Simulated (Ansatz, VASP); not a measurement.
## SnO in VASP and in Ansatz

The input INCAR:

```
PREC = Accurate
ENCUT = 520
EDIFF = 1E-7
ISMEAR = 0
SIGMA = 0.05
LREAL = F
LASPH = T
NELM = 60
ALGO = Normal
ISIF = 2
LWAVE = F
LCHARG = F
LDIPOL = T
IDIPOL = 3
DIPOL = 0.5 0.5 0.428
GGA = PE
IVDW = 12
NBANDS = 50
```

The input KPOINTS:

```
Automatic mesh
0
Gamma
  7 7 1
```

Contents of POSCAR:

```
SnO
1.0
    3.8201528543      0.0002954551      0.0000000000
   -0.0003145191      3.8201528528      0.0000000000
    0.0000000000      0.0000000000     22.2260743460
Sn O
4 4
Direct
    0.9999452911      0.9999452911      0.2024649036
    0.4999452911      0.4999452911      0.3087831466
    0.4999452911      0.4999452911      0.5472418108
    0.9999452911      0.9999452911      0.6535600538
    0.9999461074      0.4999461074      0.2556240251
    0.4999461074      0.9999461074      0.2556240251
    0.4999444748      0.9999444748      0.6004009323
    0.9999444748      0.4999444748      0.6004009323
```

Input for Ansatz:

```yaml
crystal:
  lattice:
    - [3.8201528543, 0.0002954551, 0.0]
    - [-0.0003145191, 3.8201528528, 0.0]
    - [0.0, 0.0, 22.226074346]
  atoms:
    - { symbol: Sn, position: [0.9999452911, 0.9999452911, 0.2024649036] }
    - { symbol: O, position: [0.9999461074, 0.4999461074, 0.2556240251] }
    - { symbol: O, position: [0.4999461074, 0.9999461074, 0.2556240251] }
    - { symbol: Sn, position: [0.4999452911, 0.4999452911, 0.3087831466] }
    - { symbol: Sn, position: [0.4999452911, 0.4999452911, 0.5472418108] }
    - { symbol: O, position: [0.4999444748, 0.9999444748, 0.6004009323] }
    - { symbol: O, position: [0.9999444748, 0.4999444748, 0.6004009323] }
    - { symbol: Sn, position: [0.9999452911, 0.9999452911, 0.6535600538] }
basis:
  ecutwfc: 420
kpoints:
  mp_grid: { grid: [7, 7, 1] }
hamiltonian:
  xc: pbe
  pseudopotentials: { kind: paw, azcp: { folder: soft_1 } }
  dispersion: d3bj
scf:
  occupations: { method: gaussian, width: 0.05 }
output:
  forces: true
  eigenvalues: true
efield:
  axis: 3
  dipole_correction: true
  ramp_width: 0.04
```

Alike in both runs: task single point; functional PBE; dispersion D3(BJ); k mesh 7 × 7 × 1; occupations gaussian, width 0.05 eV; no spin polarisation.

```csv
,VASP,Ansatz
version,VASP 6.6.1,Ansatz 0.2.0
potentials or method,"VASP PAW PBE potentials, release 64 (Sn_d, O), cutoff 520 eV","scalar-relativistic, plane waves, PAW"
valence electrons in the cell,80,80
```

```tsv
	VASP	Ansatz	Ansatz less VASP
gap on the k mesh at the Fermi level (eV)	2.75	2.79	+0.041
least direct gap on the mesh (eV)	2.78	2.82	+0.040
rms of the force components (eV/Å)	0.046	0.010	-0.0363
```

Ansatz's warnings: structure snapped to symmetry.
